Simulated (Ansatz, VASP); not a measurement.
Mo in VASP and in Ansatz

The input INCAR:

```
SYSTEM = Mo
PREC     = Accurate       ! precision mode
ENCUT    = 600            ! plane-wave cutoff, eV
EDIFF    = 1E-6           ! SCF threshold, eV
ISMEAR   = -1             ! smearing method
SIGMA    = 0.05           ! smearing width, eV
LREAL    = .False.        ! projectors in reciprocal space
LASPH    = .True.         ! aspherical terms in the spheres
NELM     = 60             ! most SCF steps
ALGO     = Normal         ! electronic algorithm
ISIF     = 3              ! what is computed and relaxed
LWAVE    = .False.        ! write WAVECAR
LCHARG   = .False.        ! write CHGCAR
GGA      = PS             ! functional
IBRION   = 2              ! ionic algorithm
NSW      = 60             ! ionic steps
EDIFFG   = -0.005         ! ionic threshold
```

The input KPOINTS:

```
regular mesh
0
Gamma
  19 19 19
  0 0 0
```

POSCAR

```
Mo
1.0
   -1.5733879534      1.5733879534      1.5733879534
    1.5733879534     -1.5733879534      1.5733879534
    1.5733879534      1.5733879534     -1.5733879534
Mo
1
Direct
    0.0000000000      0.0000000000      0.0000000000
```

Input for Ansatz:

```yaml
crystal:
  lattice:
    - [-1.5733879534, 1.5733879534, 1.5733879534]
    - [1.5733879534, -1.5733879534, 1.5733879534]
    - [1.5733879534, 1.5733879534, -1.5733879534]
  atoms:
    - { symbol: Mo, position: [0.0, 0.0, 0.0] }
kpoints:
  mp_grid: { grid: [19, 19, 19] }
scf:
  occupations: { method: fermi_dirac, width: 0.05 }
hamiltonian:
  xc: pbesol
  pseudopotentials: { kind: paw }
output:
  forces: true
  stress: true
  write_density: true
  write_potential: true
  elf: true
  volumetric_format: npy
relax:
  f_tol: 0.005
  max_steps: 40
  cell: {}
```

Alike in both runs: task relaxation of cell and atoms; functional PBEsol; k mesh 19 × 19 × 19; occupations fermi-dirac, width 0.05 eV; no spin polarisation.

```csv
,VASP,Ansatz
version,VASP 6.6.1,Ansatz 0.2.0
potentials or method,"VASP PAW PBE potentials, release 64 (Mo_sv)","PAW with Ansatz's default frozen-core files, scalar-relativistic"
plane-wave cutoff (eV),600,420
valence electrons in the cell,14,14
```

Ansatz gave:

* relaxed volume (Å³/atom): 15.32
* relaxed cell length with the largest relative difference (Å): 2.710

Task: Which values does VASP return?

Result: Relaxed volume (Å³/atom): 15.35; relaxed cell length with the largest relative difference (Å): 2.712.

VASP's potentials were made for PBE, not for PBEsol.
